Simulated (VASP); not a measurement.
The system is Ti3C.

```
Ti C
1.0
     3.00000    0.00000    0.00000
    -1.50000    2.59808    0.00000
     0.00000    0.00000    6.80000
Ti C
3 1
Direct
  0.33333 0.66667 0.17500
  0.66667 0.33333 0.82500
  0.00000 0.00000 0.50000
  0.00000 0.00000 0.00000
```

- Program: VASP 6.6.1
- Task: relaxation of cell and atoms
- Functional: PBE
- Potentials or basis: VASP PAW PBE potentials, release 64 (Ti_sv, C)
- Cutoff: 600 eV
- k mesh: 7 × 7 × 3
- Occupations: gaussian, width 0.2 eV
- Spin: no spin polarisation

At the start: pressure 10.2 GPa; volume 13.25 Å³/atom.

Question: How do energy, volume and symmetry change on relaxing?

Answer: Over 6 steps the energy falls by 52.7 meV/atom and the volume is 14.43 Å³/atom (+8.9 %); space group P-3m1 (No. 164, to 0.1 Å) before and after.

The path:
| step | energy change (eV) | largest force (eV/Å) | pressure (GPa) | volume (Å³) |
| --- | --- | --- | --- | --- |
| 1 | 0.0000 | 0.7491 | 10.22 | 53.00 |
| 2 | -0.0992 | 1.0448 | -7.56 | 59.75 |
| 3 | -0.1470 | 0.9340 | -1.86 | 57.18 |
| 4 | -0.2059 | 0.0954 | -0.04 | 57.40 |
| 5 | -0.2077 | 0.0836 | 0.36 | 57.45 |
| 6 | -0.2109 | 0.0016 | -0.36 | 57.73 |

Final structure:
```
Ti C
1.0
     3.04813    0.00000    0.00000
    -1.52407    2.63976    0.00000
     0.00000    0.00000    7.17461
Ti C
3 1
Direct
  0.33333 0.66667 0.16292
  0.66667 0.33333 0.83708
  0.00000 0.00000 0.50000
  0.00000 0.00000 0.00000
```
